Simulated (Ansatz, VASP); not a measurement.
**One calculation of Sn, two programs**

Contents of INCAR:

```
SYSTEM = Sn
PREC = Accurate
ENCUT = 520
EDIFF = 1E-6
ISMEAR = 0
SIGMA = 0.1
LREAL = .FALSE.
LASPH = .TRUE.
NELM = 100
ALGO = Fast
ISIF = 2
LWAVE = .FALSE.
LCHARG = .FALSE.
GGA = PE
NBANDS = 13
```

Contents of KPOINTS:

```
Automatic mesh
0
G
  6 6 6
  0 0 0
```

Contents of POSCAR:

```
Sn
1.0
   -1.9617202303      1.9617202303      1.9617202303
    1.9617202303     -1.9617202303      1.9617202303
    1.9617202303      1.9617202303     -1.9617202303
Sn
1
Direct
    0.0000000000      0.0000000000      0.0000000000
```

Input for Ansatz:

```yaml
crystal:
  lattice:
    - [-1.9617202303, 1.9617202303, 1.9617202303]
    - [1.9617202303, -1.9617202303, 1.9617202303]
    - [1.9617202303, 1.9617202303, -1.9617202303]
  atoms:
    - { symbol: Sn, position: [0.0, 0.0, 0.0] }
basis:
  ecutwfc: 420
kpoints:
  mp_grid: { grid: [6, 6, 6] }
  band_path: { path: [VBM, CBM], npoints: 5 }
hamiltonian:
  xc: pbe
scf:
  occupations: { method: gaussian, width: 0.1 }
output:
  forces: true
  stress: true
  eigenvalues: true
```

Alike in both runs: task single point; functional PBE; k mesh 6 × 6 × 6; occupations gaussian, width 0.1 eV; no spin polarisation.

```csv
,VASP,Ansatz
version,VASP 6.6.1,Ansatz 0.2.0
potentials or method,"VASP PAW PBE potentials, release 64 (Sn_d), cutoff 520 eV","scalar-relativistic, plane waves, PAW"
valence electrons in the cell,14,14
```

```csv
,VASP,Ansatz,Ansatz less VASP
gap on the k mesh at the Fermi level (eV),none,none,-
pressure (GPa),-3.7,-3.7,+0.01
```

A gap of «none» marks a metal or a gap that the smearing closes. Ansatz's warnings: band edges overlap.

The k mesh is coarse, so the values compare programs but aren't converged.
